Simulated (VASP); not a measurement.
Input of a VASP 6.6.1 run:

File INCAR:

```
ALGO     = Normal         # electronic algorithm
EDIFF    = 1E-7           # SCF threshold, eV
ENCUT    = 520            # plane-wave cutoff, eV
GGA      = PS             # functional
ISIF     = 2              # what is computed and relaxed
ISMEAR   = 0              # smearing method
IVDW     = 12             # dispersion correction
LASPH    = True           # aspherical terms in the spheres
LCHARG   = True           # write CHGCAR
LELF     = True           # ELF
LREAL    = False          # projectors in reciprocal space
LVHAR    = True         
LWAVE    = False          # write WAVECAR
NBANDS   = 20             # bands
NELM     = 100            # most SCF steps
PREC     = Accurate       # precision mode
SIGMA    = 0.02           # smearing width, eV
```

Contents of KPOINTS:

```
k-points
0
Gamma
  12 12 2
```

File POSCAR:

```
WS2
1.0
    3.1237017612      0.0000000000      0.0000000000
   -1.5618508806      2.7052050790      0.0000000000
    0.0000000000      0.0000000000     16.9362782745
W S
1 2
Direct
    0.3333333333      0.6666666667      0.0000000000
    0.6666666667      0.3333333333      0.9071448047
    0.6666666667      0.3333333333      0.0928551953
```

Potentials or basis: VASP PAW PBE potentials, release 64 (W_sv, S).

Command:

```console
$ cat potpaw_PBE.64/W_sv/POTCAR potpaw_PBE.64/S/POTCAR > POTCAR
$ mpirun -np 1 vasp_std > vasp.out
```

(1) Predict the dispersion energy per atom.

(2) Estimate the band gap on the k mesh.

(3) Estimate the largest force.

Results:

(1) -0.253 eV.

(2) 1.99 eV, indirect (least direct gap 2.04 eV).

(3) 0.019 eV/Å.

Caveat: the PAW data sets were made with another functional, which shifts forces and pressure a little; spin-orbit coupling is left out, which moves the levels of the heavy elements.
